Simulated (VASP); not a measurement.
# FePt (P4/mmm) in VASP: settings compared, part 2 of 3

VASP 6.6.1.

## Step 3: Single point, LDA, collinear spin, ferromagnetic start

File INCAR:

```
PREC = Accurate
ENCUT = 600
EDIFF = 1E-6
ISMEAR = 0
SIGMA = 0.05
LREAL = False
LASPH = True
NELM = 200
ALGO = Normal
ISIF = 2
LWAVE = False
LCHARG = True
ISPIN = 2
MAGMOM = 0 3
LORBIT = 11
LMAXMIX = 4
LELF = True
LVHAR = True
NBANDS = 20
GGA_COMPAT = False
```

File KPOINTS:

```
Automatic mesh
0
Gamma
  10 10 7
```

File POSCAR:

```
FePt
1.0
    2.7235000000      0.0000000000      0.0000000000
    0.0000000000      2.7235000000      0.0000000000
    0.0000000000      0.0000000000      3.7200000000
Pt Fe
1 1
Direct
    0.5000000000      0.5000000000      0.5000000000
    0.0000000000      0.0000000000      0.0000000000
```

Potentials or basis: VASP PAW LDA potentials, release 64 (Pt, Fe).

Command:

```bash
$ cat potpaw_LDA.64/Pt/POTCAR potpaw_LDA.64/Fe/POTCAR > POTCAR
$ mpirun -np 1 vasp_std > vasp.out
```

OUTCAR:

```text
PREC = Accurate
   ENCUT = 600
   EDIFF = 1E-6
   ISMEAR = 0
   LREAL = False
   LASPH = True
   NELM = 200
   ISIF = 2
   ISPIN = 2
   LORBIT = 11

 ion  position               nearest neighbor table
   1  0.500  0.500  0.500-   2 2.68   2 2.68   2 2.68   2 2.68   2 2.68   2 2.68   2 2.68   2 2.68

   2  0.000  0.000  0.000-   1 2.68   1 2.68   1 2.68   1 2.68   1 2.68   1 2.68   1 2.68   1 2.68

  LATTYP: Found a simple tetragonal cell.
 ALAT       =     2.7235000000
 C/A-ratio  =     1.3658894804

  Lattice vectors:

 A1 = (   2.7235000000,   0.0000000000,   0.0000000000)
 A2 = (   0.0000000000,   2.7235000000,   0.0000000000)
 A3 = (   0.0000000000,   0.0000000000,   3.7200000000)

Analysis of symmetry for initial positions (statically):
=====================================================================
 Subroutine PRICEL returns:
 Original cell was already a primitive cell.

 Routine SETGRP: Setting up the symmetry group for a
 simple tetragonal supercell.

 Subroutine GETGRP returns: Found 16 space group operations
 (whereof 16 operations were pure point group operations)
 out of a pool of 16 trial point group operations.

The static configuration has the point symmetry D_4h.

Analysis of symmetry for dynamics (positions and initial velocities):
=====================================================================
 Subroutine PRICEL returns:
 Original cell was already a primitive cell.

 Routine SETGRP: Setting up the symmetry group for a
 simple tetragonal supercell.

 Subroutine GETGRP returns: Found 16 space group operations
 (whereof 16 operations were pure point group operations)
 out of a pool of 16 trial point group operations.

The dynamic configuration has the point symmetry D_4h.

Analysis of structural, dynamic, and magnetic symmetry:
=====================================================================
 Subroutine PRICEL returns:
 Original cell was already a primitive cell.

 Routine SETGRP: Setting up the symmetry group for a
 simple tetragonal supercell.

 Subroutine GETGRP returns: Found 16 space group operations
 (whereof 16 operations were pure point group operations)
 out of a pool of 16 trial point group operations.

The overall configuration has the point symmetry D_4h.

 Subroutine INISYM returns: Found 16 space group operations
 (whereof 16 operations are pure point group operations),
 and found     1 'primitive' translations

----------------------------------------------------------------------------------------

                                     Primitive cell

  volume of cell :      27.5929

  direct lattice vectors                    reciprocal lattice vectors
     2.723500000  0.000000000  0.000000000     0.367174592  0.000000000  0.000000000
     0.000000000  2.723500000  0.000000000     0.000000000  0.367174592  0.000000000
     0.000000000  0.000000000  3.720000000     0.000000000  0.000000000  0.268817204

  length of vectors
     2.723500000  2.723500000  3.720000000     0.367174592  0.367174592  0.268817204

  position of ions in fractional coordinates (direct lattice)
     0.500000000  0.500000000  0.500000000
     0.000000000  0.000000000  0.000000000
[... 61 lines left out ...]
   total plane-waves  NPLWV =  17280
   dimension x,y,z NGX =    24 NGY =   24 NGZ =   30
   dimension x,y,z NGXF=    48 NGYF=   48 NGZF=   60
   ions per type =               1   1
   NGX,Y,Z   is equivalent  to a cutoff of  14.65, 14.65, 13.41 a.u.
   NGXF,Y,Z  is equivalent  to a cutoff of  29.30, 29.30, 26.81 a.u.
 SYSTEM =  unknown system
   PREC   = accura    normal or accurate (medium, high low for compatibility)
   ISTART =      0    job   : 0-new  1-cont  2-samecut
   ICHARG =      2    charge: 1-file 2-atom 10-const
   ISPIN  =      2    spin polarized calculation?
   LNONCOLLINEAR =      F non collinear calculations
   LSORBIT =      F    spin-orbit coupling
   LASPH  =      T    aspherical Exc in radial PAW
   ENCUT  =  600.0 eV  44.10 Ry    6.64 a.u.   5.44  5.44  7.43*2*pi/ulx,y,z
   NELM   =    200;   NELMIN=  2; NELMDL= -5     # of ELM steps
   EDIFF  = 0.1E-05   stopping-criterion for ELM
   LREAL  =      F    real-space projection
[... 7 lines left out ...]
   TEBEG  =    0.0;   TEEND  =   0.0 temperature during run
   PSTRESS=    0.0 pullay stress
   NELECT =      18.0000    total number of electrons
   NUPDOWN=      -1.0000    fix difference up-down
   EMIN   =  10.00;   EMAX   =-10.00  energy-range for DOS
   EFERMI =   0.00;   METHOD = LEGACY
   ISMEAR =     0;   SIGMA  =   0.05  broadening in eV -4-tet -1-fermi 0-gaus
   EFERMI_NEDOS =   21; number of points for ismear=-14 and -15
   IALGO  =     38    algorithm
   IMIX   =      4    mixing-type and parameters
     AMIX     =   0.40;   BMIX     =  1.00
     AMIX_MAG =   1.60;   BMIX_MAG =  1.00
  volume/ion in A,a.u.               =      13.80        93.10
  Fermi-wavevector in a.u.,A,eV,Ry     =   1.419819  2.683070 27.427809  2.015887
  Thomas-Fermi vector in A             =   2.540800
   LORBIT       =     11    0 simple, 1 ext, 2 COOP (PROOUT), +10 PAW based schemes
   GGA     = CA    functional components
   LHFCALC =     F    Hartree Fock is set to
   AEXX    =    0.0000 exact exchange contribution
   IVDW    =     0    specifies the selected vdW correction
   LEPSILON=     F    determine dielectric tensor
   LRPA    =     F    only Hartree local field effects (RPA)
 spin polarized calculation
 Gauss-broadening in eV      SIGMA  =   0.05
  energy-cutoff  :      600.00
  volume of cell :       27.59
 maximum number of plane-waves:       936
 NGX is ok and might be reduce to    24
   NGX = 11   NGY = 11   NGZ = 15

 number of electron      18.0000002 magnetization       3.1928944

 Free energy of the ion-electron system (eV)
  ---------------------------------------------------
  ext. energy  EPLUGINS =         0.00000000
  ---------------------------------------------------
  free energy    TOTEN  =       -16.94427021 eV

  energy without entropy =      -16.94223113  energy(sigma->0) =      -16.94325067

 E-fermi :   8.4890     XC(G=0): -13.3079

 val. band max:        8.4790870106   @ k =   0.5000   0.2000   0.4286
 cond. band min:       8.4906288184   @ k =   0.5000   0.2000   0.2857
 fundamental gap:      0.0115418077
 Fermi energy:         8.4889807237

 spin component 1

 k-point     1 :       0.0000    0.0000    0.0000
  band No.  band energies     occupation
      1      -1.1021      1.00000
      2       2.2099      1.00000
      3       2.3241      1.00000
      4       5.1737      1.00000
      5       5.1737      1.00000
      6       5.7366      1.00000
[... 541 lines left out ...]
     19      31.4660      0.00000
     20      31.7252      0.00000

 [... further k-points ...]

 spin component 2

 k-point     1 :       0.0000    0.0000    0.0000
  band No.  band energies     occupation
      1      -0.8671      1.00000
      2       2.6736      1.00000
      3       2.7327      1.00000
      4       6.1042      1.00000
      5       6.1042      1.00000
      6       7.7044      1.00000
[... 541 lines left out ...]
     19      31.7634      0.00000
     20      32.0417      0.00000

 [... further k-points ...]

------------------------ aborting loop because EDIFF is reached ----------------------------------------

  FORCE on cell =-STRESS in cart. coord.  units (eV):
  Direction    XX          YY          ZZ          XY          YZ          ZX
  --------------------------------------------------------------------------------------
  -------------------------------------------------------------------------------------
  Total       -2.2771616     -2.2771616     -1.9947394      0.0000000     -0.0000000      0.0000000
  in kB     -132.2229177   -132.2229177   -115.8241331      0.0000000     -0.0000000      0.0000000
  external PRESSURE =    -126.7566561 kB  Pullay stress =       0.0000000 kB

 VOLUME and BASIS-vectors are now :
 -----------------------------------------------------------------------------
  energy-cutoff  :      600.00
  volume of cell :       27.59
      direct lattice vectors                 reciprocal lattice vectors
     2.723500000  0.000000000  0.000000000     0.367174592  0.000000000  0.000000000
     0.000000000  2.723500000  0.000000000     0.000000000  0.367174592  0.000000000
     0.000000000  0.000000000  3.720000000     0.000000000  0.000000000  0.268817204

 POSITION                                       TOTAL-FORCE (eV/Angst)
 -----------------------------------------------------------------------------------
      1.36175      1.36175      1.86000         0.000000      0.000000      0.000000
      0.00000      0.00000      0.00000         0.000000      0.000000      0.000000
 -----------------------------------------------------------------------------------
    total drift:                                0.000000      0.000000     -0.000000

  FREE ENERGIE OF THE ION-ELECTRON SYSTEM (eV)
  ---------------------------------------------------
  free  energy   TOTEN  =       -16.9442702105 eV

  energy  without entropy=      -16.9422311287  energy(sigma->0) =      -16.94325067

 total charge

# of ion       s       p       d       tot
------------------------------------------
    1        0.713   0.657   8.051   9.420
    2        0.412   0.449   6.158   7.018
--------------------------------------------------
tot          1.124   1.105  14.209  16.439

 magnetization (x)

# of ion       s       p       d       tot
------------------------------------------
    1       -0.022  -0.050   0.415   0.343
    2        0.002  -0.001   2.798   2.799
--------------------------------------------------
tot         -0.019  -0.051   3.213   3.142
```

Wall time 34 s (1 thread of Intel Xeon 6975P-C (Granite Rapids), shared host); peak memory 0.21 GiB.

Results:

```yaml
Free_energy: -16.9443 eV
Pressure: -12.7 GPa
Net_moment: 3.19 μB per cell
Site_moments: Pt +0.34; Fe +2.80 μB
Valence_electrons_inside_the_program's_atomic_spheres: Pt 9.42; Fe 7.02
```

Levels at points of the mesh, in eV from the Fermi level:
Spin up:
```
           k point  band 7  band 8  band 9  band 10  band 11  band 12  band 13  band 14  band 15  band 16
(0.00, 0.00, 0.00)   -1.88   -1.67   -0.42    -0.23    -0.23     2.28     9.85    11.63    11.63    17.16
(0.50, 0.00, 0.00)   -2.67   -2.23   -1.89    -1.60     0.34     2.06    10.50    10.60    12.56    13.34
(0.50, 0.50, 0.00)   -0.36   -0.28   -0.28     0.58     1.60     1.60     7.65    10.12    10.90    12.33
```
Spin down:
```
           k point  band 5  band 6  band 7  band 8  band 9  band 10  band 11  band 12
(0.00, 0.00, 0.00)   -2.38   -0.78   -0.78    0.44    1.47     1.62     1.62     2.59
(0.50, 0.00, 0.00)   -2.45   -1.37   -1.21   -0.98    0.31     0.62     2.35     2.53
(0.50, 0.50, 0.00)    0.87    1.12    1.48    1.69    1.69     1.74     1.89     1.89
```

Caveat: the cell stands under tension; spin-orbit coupling is left out, which moves the levels of the heavy elements.

## Step 4: Single point, PBEsol

File INCAR:

```
SYSTEM = FePt
PREC = Accurate ; ENCUT = 520
EDIFF = 1E-6 ; ISMEAR = -1
SIGMA = 0.05 ; LREAL = .FALSE.
LASPH = .TRUE. ; NELM = 60
ALGO = Normal ; ISIF = 2
LWAVE = .FALSE. ; LCHARG = .FALSE.
GGA = PS ; NBANDS = 16
```

File KPOINTS:

```
Automatic mesh
0
G
  10 10 7
  0 0 0
```

POSCAR is that of step 3.

Potentials or basis: VASP PAW PBE potentials, release 64 (Pt, Fe).

Command:

```bash
$ cat potpaw_PBE.64/Pt/POTCAR potpaw_PBE.64/Fe/POTCAR > POTCAR
$ mpirun -np 1 vasp_std > vasp.out
```

OUTCAR:

```text
SYSTEM = FePt
   PREC = Accurate
   ENCUT = 520
   EDIFF = 1E-6
   ISMEAR = -1
   LREAL = .FALSE.
   LASPH = .TRUE.
   NELM = 60
   ISIF = 2
   GGA = PS

 ion  position               nearest neighbor table
   1  0.500  0.500  0.500-   2 2.68   2 2.68   2 2.68   2 2.68   2 2.68   2 2.68   2 2.68   2 2.68

   2  0.000  0.000  0.000-   1 2.68   1 2.68   1 2.68   1 2.68   1 2.68   1 2.68   1 2.68   1 2.68

  LATTYP: Found a simple tetragonal cell.
 ALAT       =     2.7235000000
[... 646 lines left out ...]
------------------------ aborting loop because EDIFF is reached ----------------------------------------

  FORCE on cell =-STRESS in cart. coord.  units (eV):
  Direction    XX          YY          ZZ          XY          YZ          ZX
  --------------------------------------------------------------------------------------
  -------------------------------------------------------------------------------------
  Total       -4.1243970     -4.1243970     -3.4441165      0.0000000      0.0000000     -0.0000000
  in kB     -239.4822587   -239.4822587   -199.9819128      0.0000000      0.0000000     -0.0000000
  external PRESSURE =    -226.3154768 kB  Pullay stress =       0.0000000 kB

 VOLUME and BASIS-vectors are now :
 -----------------------------------------------------------------------------
  energy-cutoff  :      520.00
  volume of cell :       27.59
      direct lattice vectors                 reciprocal lattice vectors
     2.723500000  0.000000000  0.000000000     0.367174592  0.000000000  0.000000000
     0.000000000  2.723500000  0.000000000     0.000000000  0.367174592  0.000000000
     0.000000000  0.000000000  3.720000000     0.000000000  0.000000000  0.268817204

 POSITION                                       TOTAL-FORCE (eV/Angst)
 -----------------------------------------------------------------------------------
      1.36175      1.36175      1.86000         0.000000      0.000000      0.000000
      0.00000      0.00000      0.00000         0.000000      0.000000      0.000000
 -----------------------------------------------------------------------------------
    total drift:                               -0.000000      0.000000      0.000000

  FREE ENERGIE OF THE ION-ELECTRON SYSTEM (eV)
  ---------------------------------------------------
  free  energy   TOTEN  =       -15.5886930836 eV

  energy  without entropy=      -15.5530307466  energy(sigma->0) =      -15.57086192
```

stdout:

```text
POSCAR found type information on POSCAR PtFe
 POSCAR found :  2 types and       2 ions
 scaLAPACK will be used
 -----------------------------------------------------------------------------
|                                                                             |
|                                                                             |
|     You enforced a specific xc type in the INCAR file but a different       |
|     I HOPE YOU KNOW WHAT YOU ARE DOING!                                     |
|                                                                             |
 -----------------------------------------------------------------------------

 LDA part: xc-table for (Slater+PW92), standard interpolation
 POSCAR, INCAR and KPOINTS ok, starting setup
 FFT: planning ... GRIDC
 FFT: planning ... GRID_SOFT
 FFT: planning ... GRID
 WAVECAR not read
 entering main loop
```

It took 40 s on 1 thread of Intel Xeon Platinum 8259CL at 2.50GHz (Skylake/Cascade Lake), shared host; peak memory 0.16 GiB.

Results:

- Free energy: -15.5887 eV
- Pressure: -22.6 GPa
- Band gap on the k mesh: zero (bands 9 and 10 overlap by 1.29 eV)

Stress tensor (GPa, compression positive):
```
-23.95   0.00   0.00
  0.00 -23.95   0.00
  0.00   0.00 -20.00
```

Caveat: the cell stands under tension; the PAW data sets were made with another functional, which shifts forces and pressure a little; spin-orbit coupling is left out, which moves the levels of the heavy elements; the run has no spin polarisation, though such a crystal can be magnetic.

(Part 2 of 3 ends here.)
